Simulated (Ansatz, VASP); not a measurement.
# Mo: VASP beside Ansatz

Contents of INCAR:

```
ALGO = Normal
EDIFF = 1E-6
ENCUT = 520
ISIF = 2
ISMEAR = 0
LASPH = True
LCHARG = False
LREAL = False
LWAVE = False
NBANDS = 13
NELM = 80
PREC = Accurate
SIGMA = 0.15
```

KPOINTS

```
k-points
0
Gamma
  22 22 22
```

The input POSCAR:

```
Mo
1.0
   -1.5710000000      1.5710000000      1.5710000000
    1.5710000000     -1.5710000000      1.5710000000
    1.5710000000      1.5710000000     -1.5710000000
Mo
1
Direct
    0.0000000000      0.0000000000      0.0000000000
```

Input for Ansatz:

```yaml
crystal:
  lattice:
    - [-1.571, 1.571, 1.571]
    - [1.571, -1.571, 1.571]
    - [1.571, 1.571, -1.571]
  atoms:
    - { symbol: Mo, position: [0.0, 0.0, 0.0] }
basis:
  ecutwfc: 420
kpoints:
  mp_grid: { grid: [22, 22, 22] }
hamiltonian:
  xc: lda
scf:
  occupations: { method: gaussian, width: 0.15 }
output:
  forces: true
  stress: true
  eigenvalues: true
```

Alike in both runs: task single point; functional LDA; k mesh 22 × 22 × 22; occupations gaussian, width 0.15 eV; no spin polarisation.

|  | VASP | Ansatz |
| --- | --- | --- |
| version | VASP 6.6.1 | Ansatz 0.2.0 |
| potentials or method | VASP PAW LDA potentials, release 64 (Mo_sv), cutoff 520 eV | scalar-relativistic, plane waves, PAW |
| valence electrons in the cell | 14 | 14 |

Ansatz gave:

| Property | Result |
| --- | --- |
| gap on the k mesh at the Fermi level (eV) | none |
| pressure (GPa) | -8.1 |

**Question.** What did VASP give for the same quantities?

**Answer.** gap on the k mesh at the Fermi level (eV): none; pressure (GPa): -7.0.

LDA's correlation is that of Perdew and Zunger in VASP and of Perdew and Wang (1992) in Ansatz. A gap of «none» marks a metal or a gap that the smearing closes.
